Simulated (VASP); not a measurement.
Here is a VASP 6.6.1 calculation.

The input INCAR:

```
SYSTEM = TiAl
PREC = Accurate ; ENCUT = 520
EDIFF = 1E-7 ; ISMEAR = 0
SIGMA = 0.1 ; LREAL = .False.
LASPH = .True. ; NELM = 80
ALGO = Normal ; ISIF = 2
LWAVE = .False. ; LCHARG = .False.
GGA = PE ; NBANDS = 14
```

File KPOINTS:

```
regular mesh
0
Gamma
  18 18 10
  0 0 0
```

POSCAR

```
TiAl
1.0
    2.8976552123      0.0000000000      0.0000000000
   -1.4488276061      2.5094430253      0.0000000000
    0.0000000000      0.0000000000      4.7978419248
Ti Al
1 1
Direct
    0.0000000000      0.0000000000      0.0000000000
    0.3333333333      0.6666666667      0.5000000000
```

Potentials or basis: VASP PAW PBE potentials, release 64 (Ti_sv, Al).

Command:

```sh
$ cat potpaw_PBE.64/Ti_sv/POTCAR potpaw_PBE.64/Al/POTCAR > POTCAR
$ mpirun -np 1 vasp_std > vasp.out
```

Question: Estimate the pressure.

Answer: -4.5 GPa.

Question: Predict the band gap on the k mesh.

Answer: Zero (an odd number of electrons rules out a gap without spin polarisation).

Stress tensor (GPa, compression positive):
```
-3.19  0.00  0.00
 0.00 -3.19  0.00
 0.00  0.00 -7.07
```

Caveat: the cell differs from its parent crystal (strained); the cell stands under tension.
